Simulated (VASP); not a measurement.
Runs of VASP 6.6.1 on LiCl. It takes space group Fm-3m (No. 225, cubic). Conventional cell: a = 5.112 Å, b = 5.112 Å, c = 5.112 Å, α = 90.00°, β = 90.00°, γ = 90.00°. Li (site symmetry m-3m) has 6 Cl at 2.56 Å within 3.4 Å. Within 3.4 Å of Cl (site symmetry m-3m) lie 6 Li at 2.56 Å. 

```tsv
level	potentials or basis	k mesh	grid for exact exchange (PRECFOCK)	share of exact exchange	screening parameter	gap on the mesh (eV)
HSE06	VASP PAW PBE potentials, release 64 (Li_sv, Cl)	4 × 4 × 4	Normal	0.25	0.2079 1/Å	(a)
PBE	VASP PAW PBE potentials, release 64 (Li_sv, Cl)	4 × 4 × 4	-	-	-	6.40
LDA	VASP PAW LDA potentials, release 64 (Li_sv, Cl)	4 × 4 × 4	-	-	-	6.06
r2SCAN	VASP PAW PBE potentials, release 64 (Li_sv, Cl)	4 × 4 × 4	-	-	-	7.36
PBE	VASP PAW PBE potentials, release 64 (Li_sv, Cl)	6 × 6 × 6	-	-	-	6.40
```

Alike in all rows: task single point; no spin polarisation; cell as given; cutoff (eV) 520; smearing gaussian 0.01 eV.

Question: Estimate the missing entries.

Answer: (a) 7.80.

Caveats: some runs use coarse meshes.

A k mesh can miss the band edges.
